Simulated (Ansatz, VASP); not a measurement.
**Two plane-wave programs on HfO2**

```
Hf O
1.0
     4.84070    0.00000    0.00000
     0.00000    4.84070    0.00000
     0.00000    0.00000    3.21102
Hf O
2 4
Direct
  0.00000 0.00000 0.95821
  0.50000 0.50000 0.54179
  0.19482 0.80518 0.48659
  0.30518 0.30518 0.01341
  0.69482 0.69482 0.01341
  0.80518 0.19482 0.48659
```

Change from the starting cell: mode 4 frozen in at -0.135 Å, equal normal strain along x, y and z -0.0083.

Alike in both runs: task single point; functional PBE; k mesh 6 × 6 × 8; occupations gaussian, width 0.05 eV; no spin polarisation.

|  | VASP | Ansatz |
| --- | --- | --- |
| version | VASP 6.6.1 | Ansatz 0.2.0 |
| potentials or method | VASP PAW PBE potentials, release 64 (Hf_pv, O), cutoff 520 eV | scalar-relativistic, plane waves, PAW |
| valence electrons in the cell | 44 | 76 |

VASP gave:

* gap on the k mesh at the Fermi level (eV): 4.05
* least direct gap on the mesh (eV): 4.05
* pressure (GPa): 3.5
* traceless stress, the component that is largest in VASP (GPa): 1.23
* rms of the force components (eV/Å): 0.332

**Question.** Which values does Ansatz return?

**Answer.** gap on the k mesh at the Fermi level (eV): 4.11; least direct gap on the mesh (eV): 4.11; pressure (GPa): 6.3; traceless stress, the component that is largest in VASP (GPa): 1.72; rms of the force components (eV/Å): 0.341.

Atom by atom the forces differ by 0.029 eV/Å (rms over components). The functional is the same, so the differences come from potentials, cutoffs and numerics. VASP's potentials hold 44 valence electrons a cell and Ansatz's 76, so a difference there can come from the potentials and not from the codes.

Spin-orbit coupling is off throughout.
